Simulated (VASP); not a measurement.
Wanted: the native input for a VASP 6.6.1 run.

- Task: single point
- Functional: LDA
- Potentials or basis: VASP PAW LDA potentials, release 64 (Zn, Se)
- Cutoff: 520 eV
- k mesh: 8 × 8 × 8
- Occupations: gaussian, width 0.05 eV
- Spin: no spin polarisation
- Dipole correction: no
- Further INCAR settings: ALGO = Normal; EDIFF = 1e-07; NBANDS = 16

The structure of ZnSe lies in POSCAR:

```
ZnSe
1.0
    0.0000000000      3.0132574581      2.6687857626
    2.6687857626      0.0000000000      2.6687857626
    2.6687857626      3.0132574581      0.0000000000
Zn Se
1 1
Direct
    0.0000000000      0.0000000000      0.0000000000
    0.7500000000      0.7500000000      0.7500000000
```

This cell differs from its parent crystal: strain +e along x and -e along y +0.0000, strain +e along z and -e/2 along x and y +0.0825.

One way to write it, as run:

INCAR

```
SYSTEM = ZnSe
PREC = Accurate ; ENCUT = 520
EDIFF = 1E-7 ; ISMEAR = 0
SIGMA = 0.05 ; LREAL = .FALSE.
LASPH = .TRUE. ; NELM = 100
ALGO = Normal ; ISIF = 2
LWAVE = .FALSE. ; LCHARG = .FALSE.
NBANDS = 16
```

KPOINTS

```
Automatic mesh
0
G
  8 8 8
  0 0 0
```

Potentials or basis: VASP PAW LDA potentials, release 64 (Zn, Se).

Command:

```console
$ cat potpaw_LDA.64/Zn/POTCAR potpaw_LDA.64/Se/POTCAR > POTCAR
$ mpirun -np 1 vasp_std > vasp.out
```

It gave:

- Pressure: 0.4 GPa
- Band gap on the k mesh: 1.05 eV

Caveat: the cell differs from its parent crystal (strain +e along x and -e along y +0.0000, strain +e along z and -e/2 along x and y +0.0825).

Wall time 45 s on 1 thread of Intel(R) Xeon(R) 6975P-C (Granite Rapids), with other jobs on the host, peak memory 0.17 GiB.
